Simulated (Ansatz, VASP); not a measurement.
# YRuW3: VASP beside Ansatz

```xyz
5
Lattice="4.7665 0.0000 0.0000 0.0000 4.7665 0.0000 0.0000 0.0000 4.7665" Properties=species:S:1:pos:R:3 pbc="T T T"
Y     0.0000    0.0000    0.0000
Ru    2.3832    2.3832    2.3832
W     0.0000    2.3832    2.3832
W     2.3832    0.0000    2.3832
W     2.3832    2.3832    0.0000
```

Alike in both runs: functional PBE; k mesh 4 × 4 × 4; occupations gaussian, width 0.1 eV; no spin polarisation.

Ansatz relaxed the structure, and its values are those at the end. VASP's run is a single point on that final structure, the one shown.

|  | VASP | Ansatz |
| --- | --- | --- |
| version | VASP 6.6.1 | Ansatz 0.2.0 |
| potentials or method | VASP PAW PBE potentials, release 64 (Y_sv, Ru_pv, W_sv), cutoff 520 eV | scalar-relativistic, plane waves, PAW |
| valence electrons in the cell | 67 | 69 |

|  | VASP | Ansatz | Ansatz less VASP |
| --- | --- | --- | --- |
| gap on the k mesh at the Fermi level (eV) | none | none | - |
| pressure (GPa) | 0.7 | 0.2 | -0.44 |

A gap of «none» marks a metal or a gap that the smearing closes. VASP's potentials hold 67 valence electrons a cell and Ansatz's 69, so a difference there can come from the potentials and not from the codes.

Neither program's run includes spin-orbit coupling.
